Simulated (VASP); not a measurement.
Here is a VASP 6.6.1 calculation.

INCAR

```
SYSTEM = WSe2
ALGO = Normal
EDIFF = 1E-6
ENCUT = 520
GGA = PE
ISIF = 2
ISMEAR = 0
IVDW = 12
LASPH = .TRUE.
LCHARG = .FALSE.
LREAL = .FALSE.
LWAVE = .FALSE.
NBANDS = 20
NELM = 60
PREC = Accurate
SIGMA = 0.05
```

Contents of KPOINTS:

```
k-points
0
G
  9 9 4
  0 0 0
```

POSCAR

```
WSe2
1.0
    3.4347696443      0.0000000000      0.0000000000
   -1.7173848222      2.9745977681      0.0000000000
    0.0000000000      0.0000000000      6.3845498149
W Se
1 2
Direct
    0.0000000000      0.0000000000      0.0000000000
    0.3333333333      0.6666666667      0.2286623833
    0.3333333333      0.6666666667      0.7713376167
```

Potentials or basis: VASP PAW PBE potentials, release 64 (W_sv, Se).

Launch:

```sh
$ cat potpaw_PBE.64/W_sv/POTCAR potpaw_PBE.64/Se/POTCAR > POTCAR
$ mpirun -np 1 vasp_std > vasp.out
```

Problem. What does it give for the band gap on the k mesh?

Solution. Zero (band 13 reaches 6.36 eV, above the bottom of band 14 at 5.76 eV).

Problem. Estimate the largest force.

Solution. 3.383 eV/Å.

Forces on the atoms (eV/Å):
```
W    0.000  0.000  0.000
Se   0.000  0.000  3.383
Se   0.000  0.000 -3.383
```

Caveat: spin-orbit coupling is left out, which moves the levels of the heavy elements; forces of over 1 eV/Å act on the atoms, so gaps and moduli don't describe the material at rest.
